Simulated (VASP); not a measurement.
Runs of VASP 6.6.1 on AlGaN2. The structure is that of space group P-4m2 (No. 115), or close to it. The cells are those of the table. 

```tsv
cell	gap on the mesh (eV)	pressure (GPa)	largest force (eV/Å)
a = 2.854, b = 2.854, c = 5.222 Å, 4 atoms	(b)	(a)	0.23
a = 3.065, b = 3.065, c = 4.529 Å, 4 atoms	2.98	0.8	(d)
a = 3.356, b = 3.356, c = 3.778 Å, 4 atoms	2.61	-3.6	0.36
a = 3.203, b = 3.203, c = 4.147 Å, 4 atoms	3.06	0.2	0.17
a = 2.932, b = 2.932, c = 4.951 Å, 4 atoms	(c)	-1.1	0.21
```

Alike in all rows: task single point; level LDA; potentials or basis VASP PAW LDA potentials, release 64 (Al, Ga_d, N); no spin polarisation; k mesh 8 × 8 × 6; cutoff (eV) 520; smearing gaussian 0.05 eV.

Problem. Fill in the values left out.

Solution. (a) -2.7; (b) 1.73; (c) 2.44; (d) 0.05.

A k mesh can miss the band edges, and the runs leave out spin-orbit coupling on Ga.
